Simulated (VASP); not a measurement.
Os, 2 atoms in the cell. It takes space group P6_3/mmc (No. 194, hexagonal). The conventional cell has a = 2.756 Å, b = 2.756 Å, c = 4.343 Å, α = 90.00°, β = 90.00°, γ = 120.00°. Within 3.5 Å of Os (site symmetry -6m2) lie 12 Os at 2.69 to 2.76 Å. 

| Property | Result |
| --- | --- |
| Program | VASP 6.6.1 |
| Task | single point |
| Functional | PBE |
| Potentials or basis | VASP PAW PBE potentials, release 64 (Os) |
| Cutoff | 520 eV |
| k mesh | 21 × 21 × 12 |
| Occupations | fermi-dirac, width 0.1 eV |
| Spin | no spin polarisation |
| Dipole correction | no |
| Further INCAR settings | ALGO = Normal; EDIFF = 1e-06; NBANDS = 15 |

Potentials or basis: VASP PAW PBE potentials, release 64 (Os).

Run with:

```bash
$ cat potpaw_PBE.64/Os/POTCAR > POTCAR
$ mpirun -np 1 vasp_std > vasp.out
```

Hardware: 1 thread of Intel(R) Xeon(R) 6975P-C (Granite Rapids), with other jobs on the host.

Question: How long does it take, and how much memory?

Answer: Run time: 39 s on 1 thread of Intel(R) Xeon(R) 6975P-C (Granite Rapids), on a shared host, peak memory 0.23 GiB. Counts: scf iterations 12, k points 336.
